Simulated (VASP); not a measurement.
# Tc (Fm-3m) in VASP: a run that goes wrong, beside a sound one

Two runs on Tc: the first has a flaw, the second is sound.

Everything below comes from runs of VASP 6.6.1. Logs are shortened: lines on timing, memory, paths and dates and some standing lists are left out, and cuts for length are marked.

## Step 1: The cell of the first run

Symmetry: Fm-3m, No. 225, cubic system. The conventional cell has a = 3.900 Å, b = 3.900 Å, c = 3.900 Å, α = 90.00°, β = 90.00°, γ = 90.00°. Within 3.6 Å of Tc (site symmetry m-3m) lie 12 Tc at 2.76 Å.

This isn't the form of Tc at room conditions, which is hcp.

## Step 2: A run with an altered input

POSCAR

```
Tc
1.0
    0.0000000000      1.9500000000      1.9500000000
    1.9500000000      0.0000000000      1.9500000000
    1.9500000000      1.9500000000      0.0000000000
Tc
1
Direct
    0.0000000000      0.0000000000      0.0000000000
```

INCAR.step1

```
SYSTEM = Tc
GGA      = RE             ! functional
ISMEAR   = 1              ! smearing method
SIGMA    = 0.1            ! smearing width, eV
LWAVE    = .FALSE.        ! write WAVECAR
LCHARG   = .TRUE.         ! write CHGCAR
NBANDS   = 20             ! bands
PREC     = Accurate       ! precision mode
LASPH    = .TRUE.         ! aspherical terms in the spheres
LREAL    = .FALSE.        ! projectors in reciprocal space
ALGO     = Normal         ! electronic algorithm
EDIFF    = 1E-6           ! SCF threshold, eV
NELM     = 120            ! most SCF steps
GGA_COMPAT= .FALSE.      
ENCUT    = 300            ! plane-wave cutoff, eV
LMAXMIX  = 4              ! l up to which the mixer works
```

KPOINTS.step1

```
k-points
0
Gamma
  13 13 13
```

INCAR.step2

```
SYSTEM = Tc
GGA      = RE             ! functional
ISMEAR   = -5             ! smearing method
LWAVE    = .FALSE.        ! write WAVECAR
LCHARG   = .FALSE.        ! write CHGCAR
NBANDS   = 20             ! bands
PREC     = Accurate       ! precision mode
LASPH    = .TRUE.         ! aspherical terms in the spheres
LREAL    = .FALSE.        ! projectors in reciprocal space
ALGO     = Normal         ! electronic algorithm
EDIFF    = 1E-6           ! SCF threshold, eV
NELM     = 82             ! most SCF steps
GGA_COMPAT= .FALSE.      
ENCUT    = 300            ! plane-wave cutoff, eV
LMAXMIX  = 4              ! l up to which the mixer works
NEDOS    = 2001           ! points of the DOS
LORBIT   = 11             ! projections on sites
EMIN     = -4.725       
EMAX     = 20.275       
ICHARG   = 11             ! starting density
```

KPOINTS.step2

```
Automatic mesh
0
Gamma
  1 1 1
  0 0 0
```

Potentials or basis: VASP PAW PBE potentials, release 64 (Tc_pv).

Command:

```bash
> cat potpaw_PBE.64/Tc_pv/POTCAR > POTCAR
> cp INCAR.step1 INCAR
> cp KPOINTS.step1 KPOINTS
> mpirun -np 1 vasp_std > vasp.out
> cp INCAR.step2 INCAR
> cp KPOINTS.step2 KPOINTS
> mpirun -np 1 vasp_std > vasp.out
```

OUTCAR:

```text
SYSTEM = Tc
   GGA = RE
   ISMEAR = -5
   PREC = Accurate
   LASPH = .TRUE.
   LREAL = .FALSE.
   EDIFF = 1E-6
   NELM = 82
   ENCUT = 300
   LORBIT = 11
   EMIN = -4.725
   ICHARG = 11

|       ---->  I REFUSE TO CONTINUE WITH THIS SICK JOB ... BYE!!! <----       |
|                                                                             |
 -----------------------------------------------------------------------------
```

On the terminal:

```text
POSCAR found type information on POSCAR Tc
 POSCAR found :  1 types and       1 ions
[... 25 lines left out ...]

1
```

OUTCAR.step1:

```text
SYSTEM = Tc
   GGA = RE
   ISMEAR = 1
   PREC = Accurate
   LASPH = .TRUE.
   LREAL = .FALSE.
[... 242 lines left out ...]
 POSITION                                       TOTAL-FORCE (eV/Angst)
 -----------------------------------------------------------------------------------
      0.00000      0.00000      0.00000        -0.000000     -0.000000     -0.000000
 -----------------------------------------------------------------------------------
    total drift:                                0.000000      0.000000      0.000000

  FREE ENERGIE OF THE ION-ELECTRON SYSTEM (eV)
  ---------------------------------------------------
  free  energy   TOTEN  =        -9.7868296939 eV

  energy  without entropy=       -9.7847395210  energy(sigma->0) =       -9.78613297
```

OSZICAR.step1:

```text
N       E                     dE             d eps       ncg     rms          rms(c)
DAV:   1     0.914207147154E+02    0.91421E+02   -0.48801E+03  3548   0.396E+02
DAV:   2    -0.867412154039E+01   -0.10009E+03   -0.96223E+02  3660   0.178E+02
DAV:   3    -0.105012534806E+02   -0.18271E+01   -0.18222E+01  3936   0.267E+01
DAV:   4    -0.105046818543E+02   -0.34284E-02   -0.34283E-02  3596   0.120E+00
DAV:   5    -0.105046885243E+02   -0.66700E-05   -0.66686E-05  3844   0.493E-02    0.152E+01
DAV:   6    -0.986369318583E+01    0.64100E+00   -0.39262E-01  3516   0.745E+00    0.456E+00
DAV:   7    -0.979136618259E+01    0.72327E-01   -0.61277E-02  3784   0.286E+00    0.596E-01
DAV:   8    -0.978682283797E+01    0.45433E-02   -0.32696E-03  3540   0.450E-01    0.778E-02
DAV:   9    -0.978683223659E+01   -0.93986E-05   -0.43245E-05  3748   0.619E-02    0.119E-02
DAV:  10    -0.978683033537E+01    0.19012E-05   -0.14464E-06  3624   0.850E-03    0.252E-03
DAV:  11    -0.978682969394E+01    0.64144E-06   -0.10039E-07  2168   0.245E-03
   1 F= -.97868297E+01 E0= -.97861330E+01  d E =-.209017E-02
```

It took 3.4 s on 1 thread of Intel Xeon 6975P-C (Granite Rapids), shared host; peak memory 0.11 GiB.

The program refused the input. The input was made wrong on purpose: tetrahedra on too few k points (KPAR = left out; k = 1 × 1 × 1).

## Step 3: Single point, revPBE

POSCAR is that of step 2.

INCAR.step1 is that of step 2.

KPOINTS.step1 is that of step 2.

Edit INCAR.step2 of step 2 so:

```diff
@@ -11,3 +11,3 @@
 EDIFF    = 1E-6           ! SCF threshold, eV
-NELM     = 82             ! most SCF steps
+NELM     = 120            ! most SCF steps
 GGA_COMPAT= .FALSE.
```

KPOINTS.step2

```
Automatic mesh
0
Gamma
  16 16 16
  0 0 0
```

Potentials or basis: VASP PAW PBE potentials, release 64 (Tc_pv).

Command:

```bash
> cat potpaw_PBE.64/Tc_pv/POTCAR > POTCAR
> cp INCAR.step1 INCAR
> cp KPOINTS.step1 KPOINTS
> mpirun -np 1 vasp_std > vasp.out
> cp INCAR.step2 INCAR
> cp KPOINTS.step2 KPOINTS
> mpirun -np 1 vasp_std > vasp.out
```

It took 5.9 s on 1 thread of Intel Xeon 6975P-C (Granite Rapids), shared host; peak memory 0.12 GiB.

It converged, with:

| Quantity | Value |
| --- | --- |
| Valence electrons inside the program's atomic spheres | Tc 11.98 |
| Density of states at the Fermi level | 1.19 states/eV/atom |

Levels at points of the mesh, in eV from the Fermi level:
| k point | band 3 | band 4 | band 5 | band 6 | band 7 | band 8 | band 9 | band 10 | band 11 | band 12 |
| --- | --- | --- | --- | --- | --- | --- | --- | --- | --- | --- |
| (0.00, 0.00, 0.00) | -38.41 | -7.35 | -1.72 | -1.72 | -1.72 | 0.78 | 0.78 | 14.01 | 19.45 | 19.45 |
| (0.50, 0.00, 0.00) | -38.56 | -5.35 | -1.87 | -1.87 | 1.19 | 2.71 | 2.71 | 10.36 | 13.64 | 19.99 |
| (0.50, 0.50, 0.00) | -38.82 | -5.68 | -5.10 | 2.66 | 3.25 | 3.25 | 3.73 | 12.84 | 12.84 | 13.76 |
